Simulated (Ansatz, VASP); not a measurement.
Two plane-wave programs on NbAs

File INCAR:

```
SYSTEM = NbAs
  ALGO = Normal
  EDIFF = 1E-6
  ENCUT = 520
  ISIF = 2
  ISMEAR = 0
  LASPH = .True.
  LCHARG = .True.
  LELF = .True.
  LREAL = .False.
  LVHAR = .True.
  LWAVE = .False.
  NBANDS = 16
  NELM = 80
  PREC = Accurate
  SIGMA = 0.05
```

Contents of KPOINTS:

```
k-points
0
Gamma
  12 12 12
  0 0 0
```

File POSCAR:

```
NbAs
1.0
    0.0000000000      2.6377696511      2.6377696511
    2.6377696511      0.0000000000      2.6377696511
    2.6377696511      2.6377696511      0.0000000000
Nb As
1 1
Direct
    0.5000000000      0.5000000000      0.5000000000
    0.0000000000      0.0000000000      0.0000000000
```

Input for Ansatz:

```yaml
crystal:
  lattice:
    - [0.0, 2.6377696511, 2.6377696511]
    - [2.6377696511, 0.0, 2.6377696511]
    - [2.6377696511, 2.6377696511, 0.0]
  atoms:
    - { symbol: Nb, position: [0.5, 0.5, 0.5] }
    - { symbol: As, position: [0.0, 0.0, 0.0] }
basis:
  ecutwfc: 420
  ecutrho_ratio: 4
kpoints:
  mp_grid: { grid: [12, 12, 12] }
hamiltonian:
  xc: lda
scf:
  occupations: { method: gaussian, width: 0.05 }
output:
  forces: true
  stress: true
  eigenvalues: true
  populations: true
```

Alike in both runs: task single point; functional LDA; k mesh 12 × 12 × 12; occupations gaussian, width 0.05 eV; no spin polarisation.

|  | VASP | Ansatz |
| --- | --- | --- |
| version | VASP 6.6.1 | Ansatz 0.2.0 |
| potentials or method | VASP PAW LDA potentials, release 64 (Nb_sv, As), cutoff 520 eV | scalar-relativistic, plane waves, PAW |
| valence electrons in the cell | 18 | 28 |

|  | VASP | Ansatz | Ansatz less VASP |
| --- | --- | --- | --- |
| gap on the k mesh at the Fermi level (eV) | none | none | - |
| pressure (GPa) | -7.9 | -8.2 | -0.27 |

LDA's correlation is that of Perdew and Zunger in VASP and of Perdew and Wang (1992) in Ansatz. A gap of «none» marks a metal or a gap that the smearing closes. VASP's potentials hold 18 valence electrons a cell and Ansatz's 28, so a difference there can come from the potentials and not from the codes.
